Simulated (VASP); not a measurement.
Input of a VASP 6.6.1 run:

File INCAR:

```
PREC = Accurate ; ENCUT = 600
EDIFF = 1E-7 ; ISMEAR = 0
SIGMA = 0.2 ; LREAL = False
LASPH = True ; NELM = 60
ALGO = Normal ; ISIF = 3
LWAVE = False ; LCHARG = False
GGA = PE ; IBRION = 2
NSW = 36 ; EDIFFG = -0.08
```

The input KPOINTS:

```
Automatic mesh
0
Gamma
  6 6 2
```

The input POSCAR:

```
Hf2ZrC3
1.0
    3.3675347800      0.0000000000      0.0000000000
   -1.6837673900      2.9163706700      0.0000000000
    0.0000000000      0.0000000000      8.2476496900
Zr Hf C
1 2 3
Direct
    0.0000000000      0.0000000000      0.0000000000
    0.6666666700      0.3333333300      0.6667000000
    0.3333333300      0.6666666700      0.3333000000
    0.3333333300      0.6666666700      0.8333000000
    0.6666666700      0.3333333300      0.1667000000
    0.0000000000      0.0000000000      0.5000000000
```

Potentials or basis: VASP PAW PBE potentials, release 64 (Zr_sv, Hf_pv, C).

Launch:

```sh
$ cat potpaw_PBE.64/Zr_sv/POTCAR potpaw_PBE.64/Hf_pv/POTCAR potpaw_PBE.64/C/POTCAR > POTCAR
$ mpirun -np 1 vasp_std > vasp.out
```

Task: What does it give for the relaxed cell?

Result: a = 3.302 Å, b = 3.302 Å, c = 8.063 Å, α = 90.00°, β = 90.00°, γ = 120.00°.

Task: What does it give for the space group after relaxing (to 0.1 Å)?

Result: P-3m1 (No. 164).

Final structure:
```
Zr Hf C
1.0
     3.30198    0.00000    0.00000
    -1.65099    2.85959    0.00000
     0.00000    0.00000    8.06257
Zr Hf C
1 2 3
Direct
  0.00000 0.00000 0.00000
  0.66667 0.33333 0.66557
  0.33333 0.66667 0.33443
  0.33333 0.66667 0.83028
  0.66667 0.33333 0.16972
  0.00000 0.00000 0.50000
```
